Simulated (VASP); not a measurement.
A run of VASP 6.6.1:

Contents of POSCAR:

```
Si
1.0
   -1.5781074821      1.5781074821      1.3005249022
    1.5781074821     -1.5781074821      1.3005249022
    1.5781074821      1.5781074821     -1.3005249022
Si
1
Direct
    0.0000000000      0.0000000000      0.0000000000
```

File INCAR.step1:

```
SYSTEM = Si
PREC = Accurate
ENCUT = 520
ISMEAR = 0
SIGMA = 0.15
LREAL = .FALSE.
LASPH = .TRUE.
NELM = 100
NBANDS = 8
GGA = PE
ALGO = Normal
EDIFF = 1E-4
LWAVE = .TRUE.
LCHARG = .FALSE.
```

File INCAR.step2:

```
SYSTEM = Si
PREC = Accurate
ENCUT = 520
EDIFF = 1E-6
ISMEAR = 0
SIGMA = 0.15
LREAL = .FALSE.
LASPH = .TRUE.
NELM = 100
ALGO = Normal
ISIF = 2
LWAVE = .FALSE.
LCHARG = .TRUE.
METAGGA = R2SCAN
LMIXTAU = .TRUE.
LELF = .TRUE.
LVHAR = .TRUE.
NBANDS = 8
ISTART = 1
```

The input KPOINTS:

```
Automatic mesh
0
G
  22 22 22
  0 0 0
```

Potentials or basis: VASP PAW PBE potentials, release 64 (Si).

Launch:

```bash
$ cat potpaw_PBE.64/Si/POTCAR > POTCAR
$ cp INCAR.step1 INCAR
$ mpirun -np 1 vasp_std > vasp.out
$ cp INCAR.step2 INCAR
$ mpirun -np 1 vasp_std > vasp.out
```

Hardware: 1 thread of Intel Xeon 8259CL, on a shared host.

Q: How long does it take, and how much memory?

A: It took 5.9 min on 1 thread of Intel Xeon 8259CL (shared host), peak memory 0.18 GiB. Counts: k points 834.
